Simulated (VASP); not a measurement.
Crystal: SiGe3Ru.

```
Si Ge Ru
1.0
     6.02017    0.00000    0.00000
    -3.01009    5.21362    0.00000
     0.00000    0.00000    5.39193
Si Ge Ru
2 6 2
Direct
  0.00000 0.00000 0.50000
  0.00000 0.00000 0.00000
  0.33585 0.00587 0.75000
  0.67002 0.66415 0.75000
  0.99413 0.32998 0.75000
  0.99413 0.66415 0.25000
  0.33585 0.32998 0.25000
  0.67002 0.00587 0.25000
  0.66667 0.33333 0.00000
  0.66667 0.33333 0.50000
```

The cell was generated, and may not be a known phase.

```yaml
Program: VASP 6.6.1
Task: relaxation of cell and atoms
Functional: PBE
Potentials_or_basis: VASP PAW PBE potentials, release 64 (Si, Ge_d, Ru_pv)
Cutoff: 600 eV
k_mesh: 3 × 3 × 4
Occupations: gaussian, width 0.1 eV
Spin: no spin polarisation
```

At the start: pressure 20.7 GPa; volume 16.92 Å³/atom.

Task: How do energy, volume and symmetry change on relaxing?

Result: Over 19 steps the energy falls by 317.6 meV/atom and the volume is 17.51 Å³/atom (+3.4 %); space group P-6c2 (No. 188, to 0.1 Å) before and after.

The path:
| step | energy change (eV) | largest force (eV/Å) | pressure (GPa) | volume (Å³) |
| --- | --- | --- | --- | --- |
| 1 | 0.0000 | 2.0663 | 20.72 | 169.24 |
| 2 | -0.5273 | 1.1070 | -11.15 | 228.63 |
| 3 | -1.8697 | 0.9485 | -1.47 | 197.54 |
| 4 | -1.8710 | 0.9553 | -1.14 | 196.84 |
| 5 | -2.0985 | 0.7178 | -0.98 | 195.61 |
| 6 | -2.3723 | 1.0008 | 0.35 | 192.12 |
| 7 | -2.5478 | 0.8473 | -1.04 | 191.90 |
| 8 | -2.8597 | 0.2759 | -4.62 | 191.17 |
| 9 | -3.0281 | 0.2506 | -3.18 | 185.54 |
| 10 | -3.1461 | 0.2193 | -0.51 | 177.71 |
| 11 | -3.1522 | 0.2051 | 0.43 | 175.43 |
| 12 | -3.1523 | 0.2075 | 0.30 | 175.74 |
| 13 | -3.1605 | 0.1462 | 0.05 | 175.74 |
| 14 | -3.1660 | 0.1034 | -0.36 | 175.73 |
| 15 | -3.1686 | 0.0872 | 0.02 | 175.07 |
| 16 | -3.1691 | 0.0778 | 0.25 | 174.64 |
| 17 | -3.1712 | 0.0661 | 0.15 | 174.82 |
| 18 | -3.1744 | 0.0450 | -0.22 | 175.39 |
| 19 | -3.1763 | 0.0190 | 0.03 | 175.07 |

Final structure:
```
Si Ge Ru
1.0
     5.84180    0.00000    0.00000
    -2.92090    5.05915    0.00000
     0.00000    0.00000    5.92350
Si Ge Ru
2 6 2
Direct
  0.00000 0.00000 0.50000
  0.00000 0.00000 0.00000
  0.36923 0.95632 0.75000
  0.58709 0.63077 0.75000
  0.04368 0.41291 0.75000
  0.04368 0.63077 0.25000
  0.36923 0.41291 0.25000
  0.58709 0.95632 0.25000
  0.66667 0.33333 0.00000
  0.66667 0.33333 0.50000
```

Caveat: the k points lie up to 0.41 Å⁻¹ apart in the final cell, too coarse for converged energies and pressures of a metal.
